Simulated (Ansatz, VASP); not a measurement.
**Na: VASP beside Ansatz**

The input INCAR:

```
ALGO = Normal ; EDIFF = 1E-6
ENCUT = 500 ; GGA_COMPAT = False
ISIF = 2 ; ISMEAR = 0
LASPH = True ; LCHARG = False
LREAL = False ; LWAVE = False
NBANDS = 10 ; NELM = 120
PREC = Accurate ; SIGMA = 0.1
```

The input KPOINTS:

```
k-points
0
Gamma
  14 14 14
```

The input POSCAR:

```
Na
1.0
   -2.0859647254      2.0859647254      2.0859647254
    2.0859647254     -2.0859647254      2.0859647254
    2.0859647254      2.0859647254     -2.0859647254
Na
1
Direct
    0.0000000000      0.0000000000      0.0000000000
```

Input for Ansatz:

```yaml
crystal:
  lattice:
    - [-2.0859647254, 2.0859647254, 2.0859647254]
    - [2.0859647254, -2.0859647254, 2.0859647254]
    - [2.0859647254, 2.0859647254, -2.0859647254]
  atoms:
    - { symbol: Na, position: [0.0, 0.0, 0.0] }
basis:
  ecutwfc: 420
kpoints:
  mp_grid: { grid: [14, 14, 14] }
hamiltonian:
  xc: lda
  pseudopotentials: { kind: paw, azcp: { folder: soft_1 } }
scf:
  occupations: { method: gaussian, width: 0.1 }
output:
  forces: true
  stress: true
  eigenvalues: true
```

Alike in both runs: task single point; functional LDA; k mesh 14 × 14 × 14; occupations gaussian, width 0.1 eV; no spin polarisation.

```csv
,VASP,Ansatz
version,VASP 6.6.1,Ansatz 0.2.0
potentials or method,"VASP PAW LDA potentials, release 64 (Na_pv), cutoff 500 eV","scalar-relativistic, plane waves, PAW"
valence electrons in the cell,7,9
```

|  | VASP | Ansatz | Ansatz less VASP |
| --- | --- | --- | --- |
| gap on the k mesh at the Fermi level (eV) | none | none | - |
| pressure (GPa) | -0.7 | -0.7 | +0.04 |

Ansatz warns that its potentials were made for another functional, while VASP's fit it. LDA's correlation is that of Perdew and Zunger in VASP and of Perdew and Wang (1992) in Ansatz. A gap of «none» marks a metal or a gap that the smearing closes. VASP's potentials hold 7 valence electrons a cell and Ansatz's 9, so a difference there can come from the potentials and not from the codes.
